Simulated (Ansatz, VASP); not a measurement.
CdS: VASP beside Ansatz

Contents of INCAR:

```
PREC = Accurate
ENCUT = 520
EDIFF = 1E-6
ISMEAR = -1
SIGMA = 0.01
LREAL = F
LASPH = T
NELM = 80
ALGO = Normal
ISIF = 2
LWAVE = F
LCHARG = F
GGA = PE
NBANDS = 26
```

File KPOINTS:

```
regular mesh
0
Gamma
  7 7 4
```

Contents of POSCAR:

```
CdS
1.0
    4.1347992034      0.0620219880      0.0620219880
   -2.0136869844      3.5498301557      0.0227016232
    0.1012350000      0.1012350000      6.7490000000
Cd S
2 2
Direct
    0.3333333333      0.6666666667      0.0000000000
    0.6666666667      0.3333333333      0.5000000000
    0.3333333333      0.6666666667      0.3850000000
    0.6666666667      0.3333333333      0.8850000000
```

Input for Ansatz:

```yaml
crystal:
  lattice:
    - [4.1347992034, 0.062021988, 0.062021988]
    - [-2.0136869844, 3.5498301557, 0.0227016232]
    - [0.101235, 0.101235, 6.749]
  atoms:
    - { symbol: Cd, position: [0.3333333333, 0.6666666667, 0.0] }
    - { symbol: Cd, position: [0.6666666667, 0.3333333333, 0.5] }
    - { symbol: S, position: [0.3333333333, 0.6666666667, 0.385] }
    - { symbol: S, position: [0.6666666667, 0.3333333333, 0.885] }
kpoints:
  mp_grid: { grid: [7, 7, 4] }
  band_path:
    path:
      - [0.0, 0.0, 0.0]
      - [0.0, -0.5, 0.0]
      - [0.0, 0.0, 0.5]
      - [0.0, 0.0, 0.0]
      - [-0.5, 0.0, 0.0]
      - [-0.5, 0.5, -0.5]
      - [0.0, 0.0, 0.0]
      - [-0.5, 0.0, -0.5]
      - [-0.5, 0.5, 0.0]
    npoints: 5
scf:
  occupations: { method: fermi_dirac, width: 0.01 }
hamiltonian:
  xc: pbe
  pseudopotentials: { kind: all_electron, lapw: { basis_error: 0.001 } }
output:
  forces: true
  stress: true
  eigenvalues: true
```

Change from the starting cell: equal xy, yz and zx shear strains of +3 %.

Alike in both runs: task single point; functional PBE; k mesh 7 × 7 × 4; occupations fermi-dirac, width 0.01 eV; no spin polarisation.

```csv
,VASP,Ansatz
version,VASP 6.6.1,Ansatz 0.2.0
potentials or method,"VASP PAW PBE potentials, release 64 (Cd, S), cutoff 520 eV","all-electron LAPW, scalar-relativistic"
```

|  | VASP | Ansatz | Ansatz less VASP |
| --- | --- | --- | --- |
| gap on the k mesh at the Fermi level (eV) | 1.18 | 1.17 | -0.002 |
| pressure (GPa) | 3.0 | 2.7 | -0.32 |
| traceless stress, the component that is largest in VASP (GPa) | -1.60 | -1.55 | +0.051 |
| rms of the force components (eV/Å) | 0.223 | 0.216 | -0.0067 |

Atom by atom the forces differ by 0.007 eV/Å (rms over components). Ansatz ran all-electron here, and VASP with PAW potentials.
